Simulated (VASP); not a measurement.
A run of VASP 6.6.1:

INCAR

```
SYSTEM = Ni
PREC     = Accurate       ! precision mode
ENCUT    = 600            ! plane-wave cutoff, eV
EDIFF    = 1E-6           ! SCF threshold, eV
ISMEAR   = -1             ! smearing method
SIGMA    = 0.003          ! smearing width, eV
LREAL    = .False.        ! projectors in reciprocal space
LASPH    = .True.         ! aspherical terms in the spheres
NELM     = 200            ! most SCF steps
ALGO     = Normal         ! electronic algorithm
ISIF     = 2              ! what is computed and relaxed
LWAVE    = .False.        ! write WAVECAR
LCHARG   = .False.        ! write CHGCAR
ISPIN    = 2              ! spin polarisation
MAGMOM   = 2              ! initial moments
LORBIT   = 11             ! projections on sites
LMAXMIX  = 4              ! l up to which the mixer works
GGA      = PE             ! functional
NBANDS   = 15             ! bands
GGA_COMPAT= .False.
```

The input KPOINTS:

```
Automatic mesh
0
Gamma
  14 14 14
  0 0 0
```

The input POSCAR:

```
Ni
1.0
    0.0000000000      1.7672600000      1.7672600000
    1.7672600000      0.0000000000      1.7672600000
    1.7672600000      1.7672600000      0.0000000000
Ni
1
Direct
    0.0000000000      0.0000000000      0.0000000000
```

Potentials or basis: VASP PAW PBE potentials, release 64 (Ni).

The run is started by

```console
$ cat potpaw_PBE.64/Ni/POTCAR > POTCAR
$ mpirun -np 1 vasp_std > vasp.out
```

Hardware: 1 thread of Intel(R) Xeon(R) 6975P-C (Granite Rapids), on a shared host.

Estimate the wall time of this run.

Wall time 27 s on 1 thread of Intel(R) Xeon(R) 6975P-C (Granite Rapids), on a shared host, peak memory 0.15 GiB. Counts: scf iterations 21, k points 104.
